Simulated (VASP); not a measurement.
Set up this calculation in VASP 6.6.1, as the native input.

```yaml
Task: relaxation of cell and atoms
Functional: PBE
Potentials_or_basis: VASP PAW PBE potentials, release 64 (Au)
Cutoff: 600 eV
k_mesh: 18 × 18 × 18
Occupations: fermi-dirac, width 0.1 eV
Spin: no spin polarisation
Target_pressure: 150 GPa
Dipole_correction: no
Further_INCAR_settings: ALGO = Normal; EDIFF = 1e-06; IBRION = 2; EDIFFG = -0.005; NSW = 60; ISIF = 3
```

The structure of Au lies in POSCAR:

```
Au
1.0
    0.0000000000      1.8352867595      1.8352867595
    1.8352867595      0.0000000000      1.8352867595
    1.8352867595      1.8352867595      0.0000000000
Au
1
Direct
    0.0000000000      0.0000000000      0.0000000000
```

One way to write it, as run:

INCAR

```
PREC     = Accurate       # precision mode
ENCUT    = 600            # plane-wave cutoff, eV
EDIFF    = 1E-6           # SCF threshold, eV
ISMEAR   = -1             # smearing method
SIGMA    = 0.1            # smearing width, eV
LREAL    = False          # projectors in reciprocal space
LASPH    = True           # aspherical terms in the spheres
NELM     = 80             # most SCF steps
ALGO     = Normal         # electronic algorithm
ISIF     = 3              # what is computed and relaxed
LWAVE    = False          # write WAVECAR
LCHARG   = False          # write CHGCAR
GGA      = PE             # functional
IBRION   = 2              # ionic algorithm
NSW      = 60             # ionic steps
EDIFFG   = -0.005         # ionic threshold
PSTRESS  = 1500.0
```

KPOINTS

```
Automatic mesh
0
Gamma
  18 18 18
```

Potentials or basis: VASP PAW PBE potentials, release 64 (Au).

Command:

```console
$ cat potpaw_PBE.64/Au/POTCAR > POTCAR
$ mpirun -np 1 vasp_std > vasp.out
```

Results of the run:

- Relaxed volume: 12.40 Å³/atom
- Relaxed cell: a = 2.598 Å, b = 2.598 Å, c = 2.598 Å, α = 60.00°, β = 60.00°, γ = 60.00°
- Space group after relaxing (to 0.05 Å): Fm-3m (No. 225)
- Energy change on relaxing (the enthalpy is what falls): -32.8 meV/atom
- Ionic steps: 3
- Pressure after relaxing: 150.0 GPa

Caveat: the cell is relaxed towards a set pressure, so the enthalpy falls and the energy may rise.

Run time: 35 s on 1 thread of AMD EPYC 9R45 96-Core Processor (Zen 5) (shared host), peak memory 0.14 GiB.
